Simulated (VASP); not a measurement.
# SnO (P4/nmm) in VASP: single point with PBE

Aim: the single point of SnO with PBE.

Everything below comes from runs of VASP 6.6.1. Logs are shortened: lines on timing, memory, paths and dates and some standing lists are left out, and cuts for length are marked.

### 1 The cell of the first run

The structure is tetragonal, space group P4/nmm (No. 129). Conventional cell: a = 3.799 Å, b = 3.799 Å, c = 4.841 Å, α = 90.00°, β = 90.00°, γ = 90.00°. Within 2.9 Å of Sn (site symmetry 4mm) lie 4 O at 2.22 Å. Within 2.9 Å of O (site symmetry -4m2) lie 4 Sn at 2.22 Å and 4 O at 2.69 Å.

### 2 Single point, PBE

The input, POSCAR:

```
SnO
1.0
    3.7986000000      0.0000000000      0.0000000000
    0.0000000000      3.7986000000      0.0000000000
    0.0000000000      0.0000000000      4.8408000000
Sn O
2 2
Direct
    0.5000000000      0.0000000000      0.2369000000
    0.0000000000      0.5000000000      0.7631000000
    0.0000000000      0.0000000000      0.0000000000
    0.5000000000      0.5000000000      0.0000000000
```

The input, INCAR.step1:

```
PREC     = Accurate       # precision mode
ENCUT    = 1000           # plane-wave cutoff, eV
EDIFF    = 1E-6           # SCF threshold, eV
ISMEAR   = 0              # smearing method
SIGMA    = 0.05           # smearing width, eV
LREAL    = F              # projectors in reciprocal space
LASPH    = T              # aspherical terms in the spheres
NELM     = 120            # most SCF steps
ALGO     = Normal         # electronic algorithm
ISIF     = 2              # what is computed and relaxed
LWAVE    = F              # write WAVECAR
LCHARG   = T              # write CHGCAR
GGA      = PE             # functional
NBANDS   = 28             # bands
GGA_COMPAT= F            
NEDOS    = 2001           # points of the DOS
LORBIT   = 11             # projections on sites
```

The input, KPOINTS.step1:

```
Automatic mesh
0
Gamma
  8 8 6
```

The input, INCAR.step2:

```
PREC     = Accurate       # precision mode
ENCUT    = 1000           # plane-wave cutoff, eV
EDIFF    = 1E-6           # SCF threshold, eV
ISMEAR   = -5             # smearing method
SIGMA    = 0.05           # smearing width, eV
LREAL    = F              # projectors in reciprocal space
LASPH    = T              # aspherical terms in the spheres
NELM     = 120            # most SCF steps
ALGO     = Normal         # electronic algorithm
ISIF     = 2              # what is computed and relaxed
LWAVE    = F              # write WAVECAR
LCHARG   = F              # write CHGCAR
GGA      = PE             # functional
LORBIT   = 10             # projections on sites
NBANDS   = 28             # bands
NEDOS    = 2001           # points of the DOS
ICHARG   = 11             # starting density
GGA_COMPAT= F
```

The input, KPOINTS.step2:

```
Automatic mesh
0
Gamma
  12 12 9
```

Potentials or basis: VASP PAW PBE potentials, release 64 (Sn_d, O_h).

Started as:

```bash
$ cat potpaw_PBE.64/Sn_d/POTCAR potpaw_PBE.64/O_h/POTCAR > POTCAR
$ cp INCAR.step1 INCAR
$ cp KPOINTS.step1 KPOINTS
$ mpirun -np 1 vasp_std > vasp.out
$ cp INCAR.step2 INCAR
$ cp KPOINTS.step2 KPOINTS
$ mpirun -np 1 vasp_std > vasp.out
```

OUTCAR:

```text
PREC = Accurate
   ENCUT = 1000
   EDIFF = 1E-6
   ISMEAR = -5
   LREAL = F
   LASPH = T
   NELM = 120
   ISIF = 2
   GGA = PE
   LORBIT = 10
   ICHARG = 11

 ion  position               nearest neighbor table
   1  0.500  0.000  0.237-   3 2.22   4 2.22   4 2.22   3 2.22   2 3.53   2 3.53   2 3.53   2 3.53
                             2 3.70   2 3.70   2 3.70   2 3.70
   2  0.000  0.500  0.763-   3 2.22   4 2.22   3 2.22   4 2.22   1 3.53   1 3.53   1 3.53   1 3.53
                             1 3.70   1 3.70   1 3.70   1 3.70
   3  0.000  0.000  0.000-   1 2.22   2 2.22   2 2.22   1 2.22
   4  0.500  0.500  0.000-   1 2.22   2 2.22   1 2.22   2 2.22

  LATTYP: Found a simple tetragonal cell.
 ALAT       =     3.7986000000
 C/A-ratio  =     1.2743642395

  Lattice vectors:

 A1 = (   3.7986000000,   0.0000000000,   0.0000000000)
 A2 = (   0.0000000000,   3.7986000000,   0.0000000000)
 A3 = (   0.0000000000,   0.0000000000,   4.8408000000)

Analysis of symmetry for initial positions (statically):
=====================================================================
 Subroutine PRICEL returns:
 Original cell was already a primitive cell.

 Routine SETGRP: Setting up the symmetry group for a
 simple tetragonal supercell.

 Subroutine GETGRP returns: Found 16 space group operations
 (whereof  8 operations were pure point group operations)
 out of a pool of 16 trial point group operations.

The static configuration has the point symmetry D_2d.
 The point group associated with its full space group is D_4h.

Analysis of symmetry for dynamics (positions and initial velocities):
=====================================================================
 Subroutine PRICEL returns:
 Original cell was already a primitive cell.

 Routine SETGRP: Setting up the symmetry group for a
 simple tetragonal supercell.

 Subroutine GETGRP returns: Found 16 space group operations
 (whereof  8 operations were pure point group operations)
 out of a pool of 16 trial point group operations.

The dynamic configuration has the point symmetry D_2d.
 The point group associated with its full space group is D_4h.

 Subroutine INISYM returns: Found 16 space group operations
 (whereof  8 operations are pure point group operations),
 and found     1 'primitive' translations

----------------------------------------------------------------------------------------

                                     Primitive cell

  volume of cell :      69.8497
[... 98 lines left out ...]
   NSW    =      0    number of steps for IOM
   IBRION =     -1    ionic relax: 0-MD 1-quasi-New 2-CG
   NFREE  =      0    steps in history (QN), initial steepest desc. (CG)
   ISIF   =      2    stress and relaxation
   ISYM   =      2    0-nonsym 1-usesym 2-fastsym
   POTIM  = 0.5000    time-step for ionic-motion
   TEBEG  =    0.0;   TEEND  =   0.0 temperature during run
   PSTRESS=    0.0 pullay stress
   NELECT =      40.0000    total number of electrons
   NUPDOWN=      -1.0000    fix difference up-down
   EMIN   =  10.00;   EMAX   =-10.00  energy-range for DOS
   EFERMI =   0.00;   METHOD = LEGACY
   ISMEAR =    -5;   SIGMA  =   0.05  broadening in eV -4-tet -1-fermi 0-gaus
   EFERMI_NEDOS =   21; number of points for ismear=-14 and -15
   IALGO  =     38    algorithm
   IMIX   =      4    mixing-type and parameters
     AMIX     =   0.40;   BMIX     =  1.00
     AMIX_MAG =   1.60;   BMIX_MAG =  1.00
  volume/ion in A,a.u.               =      17.46       117.84
  Fermi-wavevector in a.u.,A,eV,Ry     =   1.359482  2.569048 25.146163  1.848191
  Thomas-Fermi vector in A             =   2.486226
   LORBIT       =     10    0 simple, 1 ext, 2 COOP (PROOUT), +10 PAW based schemes
   GGA     = PE    functional components
   LHFCALC =     F    Hartree Fock is set to
   AEXX    =    0.0000 exact exchange contribution
   IVDW    =     0    specifies the selected vdW correction
   LEPSILON=     F    determine dielectric tensor
   LRPA    =     F    only Hartree local field effects (RPA)
 non-spin polarized calculation
 Fermi weights with tetrahedron method with Bloechl corrections
  energy-cutoff  :     1000.00
  volume of cell :       69.85
 maximum number of plane-waves:      5060
 NGX is ok and might be reduce to    40

 number of electron      39.9999993 magnetization

 Free energy of the ion-electron system (eV)
  ---------------------------------------------------
  ext. energy  EPLUGINS =         0.00000000
  ---------------------------------------------------
  free energy    TOTEN  =       -22.67546276 eV

  energy without entropy =      -22.67546276  energy(sigma->0) =      -22.67546276

 E-fermi :   7.4848     XC(G=0): -10.2691

 val. band max:        7.4777896646   @ k =   0.0833   0.0000   0.0000
 cond. band min:       7.5439472171   @ k =   0.5000   0.5000   0.0000
 fundamental gap:      0.0661575526
 Fermi energy:         7.4848437949

 k-point     1 :       0.0000    0.0000    0.0000
  band No.  band energies     occupation
      1     -14.6100      2.00000
      2     -14.1511      2.00000
      3     -14.1509      2.00000
      4     -14.1509      2.00000
      5     -14.1001      2.00000
      6     -14.0942      2.00000
[... 733 lines left out ...]
     27      14.8927      0.00000
     28      15.3048      0.00000

 [... further k-points ...]
[... 5 lines left out ...]
  --------------------------------------------------------------------------------------
  -------------------------------------------------------------------------------------
  Total        2.4586822      2.4586822      1.9569413      0.0000000      0.0000000      0.0000000
  in kB       56.3960530     56.3960530     44.8873653      0.0000000      0.0000000      0.0000000
  external PRESSURE =      52.5598237 kB  Pullay stress =       0.0000000 kB

 VOLUME and BASIS-vectors are now :
 -----------------------------------------------------------------------------
  energy-cutoff  :     1000.00
  volume of cell :       69.85
      direct lattice vectors                 reciprocal lattice vectors
     3.798600000  0.000000000  0.000000000     0.263254883  0.000000000  0.000000000
     0.000000000  3.798600000  0.000000000     0.000000000  0.263254883  0.000000000
     0.000000000  0.000000000  4.840800000     0.000000000  0.000000000  0.206577425

 POSITION                                       TOTAL-FORCE (eV/Angst)
 -----------------------------------------------------------------------------------
      1.89930      0.00000      1.14679         0.000000      0.000000      0.576087
      0.00000      1.89930      3.69401        -0.000000     -0.000000     -0.576087
      0.00000      0.00000      0.00000         0.000000      0.000000      0.000000
      1.89930      1.89930      0.00000        -0.000000      0.000000      0.000000
 -----------------------------------------------------------------------------------
    total drift:                               -0.000000      0.000000      0.000000

  FREE ENERGIE OF THE ION-ELECTRON SYSTEM (eV)
  ---------------------------------------------------
  free  energy   TOTEN  =       -22.6754627616 eV

  energy  without entropy=      -22.6754627616  energy(sigma->0) =      -22.67546276

 total charge

# of ion       s       p       d       tot
------------------------------------------
    1        1.254   0.801  10.081  12.136
    2        1.254   0.801  10.081  12.136
    3        1.056   2.309   0.000   3.365
    4        1.056   2.309   0.000   3.365
--------------------------------------------------
tot          4.619   6.220  20.162  31.002
```

OUTCAR.step1:

```text
PREC = Accurate
   ENCUT = 1000
   EDIFF = 1E-6
   ISMEAR = 0
   LREAL = F
   LASPH = T
   NELM = 120
   ISIF = 2
   GGA = PE
   LORBIT = 11

[... 978 lines left out ...]
    total drift:                               -0.000000      0.000000      0.000000

  FREE ENERGIE OF THE ION-ELECTRON SYSTEM (eV)
  ---------------------------------------------------
  free  energy   TOTEN  =       -22.6750923863 eV

  energy  without entropy=      -22.6748542242  energy(sigma->0) =      -22.67497331

 total charge

# of ion       s       p       d       tot
------------------------------------------
    1        1.254   0.801  10.081  12.136
    2        1.254   0.801  10.081  12.136
    3        1.056   2.309   0.000   3.364
    4        1.056   2.309   0.000   3.364
--------------------------------------------------
tot          4.618   6.220  20.162  31.001
```

It took 6.3 min on 1 thread of Intel Xeon Platinum 8488C (Sapphire Rapids), shared host; peak memory 0.69 GiB.

Results:

* Valence electrons inside the program's atomic spheres: Sn 12.14; O 3.37

Levels at points of the mesh, in eV from the valence-band top:
| k point | band 17 | band 18 | band 19 | band 20 | band 21 | band 22 | band 23 | band 24 |
| --- | --- | --- | --- | --- | --- | --- | --- | --- |
| (0.00, 0.00, 0.00) | -3.57 | -3.27 | -3.27 | -0.01 | 2.08 | 4.32 | 4.69 | 4.69 |
| (0.50, 0.00, 0.00) | -4.95 | -4.95 | -2.76 | -2.76 | 3.18 | 3.18 | 5.93 | 5.93 |
| (0.50, 0.50, 0.00) | -2.60 | -2.60 | -1.91 | -1.91 | 0.07 | 0.07 | 4.45 | 4.45 |

Caveat: spin-orbit coupling is left out, which moves the levels of the heavy elements.
